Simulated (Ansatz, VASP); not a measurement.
# Two plane-wave programs on MgO2

The input INCAR:

```
SYSTEM = MgO2
ALGO = Normal ; EDIFF = 1E-6
ENCUT = 520 ; GGA = PS
ISIF = 2 ; ISMEAR = 0
LASPH = .True. ; LCHARG = .False.
LREAL = .False. ; LWAVE = .False.
NBANDS = 14 ; NELM = 60
PREC = Accurate ; SIGMA = 0.05
```

File KPOINTS:

```
k-points
0
Gamma
  12 12 12
  0 0 0
```

POSCAR

```
MgO2
1.0
    1.5245229652      0.8801837444      3.4066294030
   -1.5245229652      0.8801837444      3.4066294030
    0.0000000000     -1.7603674887      3.4066294030
Mg O
1 2
Direct
    0.0000000000      0.0000000000      0.0000000000
    0.4287860000      0.4287860000      0.4287860000
    0.5712140000      0.5712140000      0.5712140000
```

Input for Ansatz:

```yaml
crystal:
  lattice:
    - [1.5245229652, 0.8801837444, 3.406629403]
    - [-1.5245229652, 0.8801837444, 3.406629403]
    - [0.0, -1.7603674887, 3.406629403]
  atoms:
    - { symbol: Mg, position: [0.0, 0.0, 0.0] }
    - { symbol: O, position: [0.428786, 0.428786, 0.428786] }
    - { symbol: O, position: [0.571214, 0.571214, 0.571214] }
basis:
  ecutwfc: 420
kpoints:
  mp_grid: { grid: [12, 12, 12] }
hamiltonian:
  xc: pbesol
scf:
  occupations: { method: gaussian, width: 0.05 }
output:
  forces: true
  stress: true
  eigenvalues: true
```

Change from the starting cell: strain -0.050 along x and y, -0.025 along z, atoms carried along.

Alike in both runs: task single point; functional PBEsol; k mesh 12 × 12 × 12; occupations gaussian, width 0.05 eV; no spin polarisation.

|  | VASP | Ansatz |
| --- | --- | --- |
| version | VASP 6.6.1 | Ansatz 0.2.0 |
| potentials or method | VASP PAW PBE potentials, release 64 (Mg, O), cutoff 520 eV | scalar-relativistic, plane waves, PAW |
| valence electrons in the cell | 14 | 22 |

```csv
,VASP,Ansatz,Ansatz less VASP
gap on the k mesh at the Fermi level (eV),2.59,2.62,+0.031
least direct gap on the mesh (eV),2.59,2.62,+0.031
pressure (GPa),13.6,13.5,-0.09
"traceless stress, the component that is largest in VASP (GPa)",-1.37,-2.65,-1.288
rms of the force components (eV/Å),0.076,0.173,+0.0976
```

VASP's potentials were made for PBE, not for PBEsol. Atom by atom the forces differ by 0.098 eV/Å (rms over components). The functional is the same, so the differences come from potentials, cutoffs and numerics. VASP's potentials hold 14 valence electrons a cell and Ansatz's 22, so a difference there can come from the potentials and not from the codes.
